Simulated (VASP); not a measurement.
A run of VASP 6.6.1:

INCAR

```
  PREC = Accurate
  ENCUT = 520
  EDIFF = 1E-6
  ISMEAR = 0
  SIGMA = 0.1
  LREAL = F
  LASPH = T
  NELM = 100
  ALGO = Normal
  ISIF = 2
  LWAVE = F
  LCHARG = F
  GGA = PE
  NBANDS = 25
```

Contents of KPOINTS:

```
regular mesh
0
Gamma
  4 4 2
```

The input POSCAR:

```
B2SbI3
1.0
    4.6672738935      0.0000000000      0.0000000000
    0.0000000000      4.6672738935      0.0000000000
    0.0000000000      0.0000000000      9.9997648319
B Sb I
2 1 3
Direct
    0.0000000000      0.5000000000      0.0000000000
    0.5000000000      0.0000000000      0.0000000000
    0.0000000000      0.0000000000      0.5000000000
    0.5000000000      0.5000000000      0.0000000000
    0.0000000000      0.0000000000      0.1976827424
    0.0000000000      0.0000000000      0.8023172576
```

Potentials or basis: VASP PAW PBE potentials, release 64 (B, Sb, I).

Command:

```sh
$ cat potpaw_PBE.64/B/POTCAR potpaw_PBE.64/Sb/POTCAR potpaw_PBE.64/I/POTCAR > POTCAR
$ mpirun -np 1 vasp_std > vasp.out
```

Hardware: 1 thread of AMD EPYC 9R45 96-Core Processor (Zen 5), on a shared host.

Q: Estimate the wall time of this run.

A: Wall time 57 s on 1 thread of AMD EPYC 9R45 96-Core Processor (Zen 5) (shared host), peak memory 0.3 GiB. Counts: scf iterations 17, k points 12.
